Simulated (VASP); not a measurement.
# Si4Cl: single point with PBE

The system is Si4Cl.

```xyz
5
Lattice="-2.2297 2.2297 4.2158 2.2297 -2.2297 4.2158 2.2297 2.2297 -4.2158" Properties=species:S:1:pos:R:3 pbc="T T T"
Si    0.0000    0.0000    2.0657
Si    0.0000    0.0000    6.3659
Si    0.0000    2.2297    0.0000
Si    2.2297    0.0000    0.0000
Cl    0.0000    0.0000    0.0000
```

The cell was built from a structure type or drawn by symmetry, and may not be a known phase.

| Property | Result |
| --- | --- |
| Program | VASP 6.6.1 |
| Task | single point |
| Functional | PBE |
| Potentials or basis | VASP PAW PBE potentials, release 64 (Si, Cl) |
| Cutoff | 520 eV |
| k mesh | 6 × 6 × 6 |
| Occupations | gaussian, width 0.1 eV |
| Spin | no spin polarisation |
| Dipole correction | no |
| Further INCAR settings | ALGO = Normal; EDIFF = 1e-06; NBANDS = 20 |

```yaml
Pressure: 16.2 GPa
Largest_force: 4.917 eV/Å
Band_gap_on_the_k_mesh: zero (an odd number of electrons rules out a gap without spin polarisation)
```

Forces in eV/Å, atoms in the order of the input:
```
Si   0.000  0.000  4.917
Si   0.000  0.000 -4.917
Si   0.000  0.000  0.000
Si   0.000  0.000  0.000
Cl   0.000  0.000  0.000
```

Stress tensor (GPa, compression positive):
```
10.64  0.00  0.00
 0.00 10.64  0.00
 0.00  0.00 27.34
```

Levels at points of the mesh, in eV from the Fermi level:
```tsv
k point	band 8	band 9	band 10	band 11	band 12	band 13	band 14	band 15
(0.00, 0.00, 0.00)	-3.91	-2.92	-2.92	-1.12	0.01	0.01	1.65	2.02
(0.50, 0.00, 0.00)	-2.63	-2.22	-1.76	-1.02	0.06	0.13	0.36	1.15
(0.50, 0.50, 0.00)	-3.68	-3.05	-2.11	-1.45	0.25	0.51	0.67	3.72
(0.50, 0.50, 0.50)	-3.27	-1.76	-1.76	1.03	1.16	1.16	1.72	2.40
```

Run time: 83 s on 1 thread of Intel Xeon 8259CL, on a shared host, peak memory 0.24 GiB.

Caveat: the cell stands under pressure; an odd number of electrons without spin polarisation forces a metal; a magnetic or distorted state may lie lower.
